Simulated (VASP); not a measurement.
# Nb: single point with r2SCAN+rVV10

The system is Nb.

```xyz
1
Lattice="-1.6466 1.6466 1.6466 1.6466 -1.6466 1.6466 1.6466 1.6466 -1.6466" Properties=species:S:1:pos:R:3 pbc="T T T"
Nb    0.0000    0.0000    0.0000
```

```
Program             : VASP 6.6.1
Task                : single point
Functional          : r2SCAN
Dispersion          : rVV10
Potentials or basis : VASP PAW PBE potentials, release 64 (Nb_sv)
Cutoff              : 550 eV
k mesh              : 13 × 13 × 13
Occupations         : fermi-dirac, width 0.1 eV
Spin                : no spin polarisation
```

```json
{
  "Pressure": "0.0 GPa",
  "Band gap on the k mesh": "zero (an odd number of electrons rules out a gap without spin polarisation)"
}
```

Levels at points of the mesh, in eV from the Fermi level:
```csv
k point,band 4,band 5,band 6,band 7,band 8,band 9
"(0.00, 0.00, 0.00)",-30.66,-6.34,0.42,0.42,0.42,3.58
```

Wall time 77 s on 1 thread of Intel(R) Xeon(R) Platinum 8488C (Sapphire Rapids) (shared host), peak memory 0.22 GiB.

Caveat: the PAW data sets were made with another functional, which shifts forces and pressure a little.
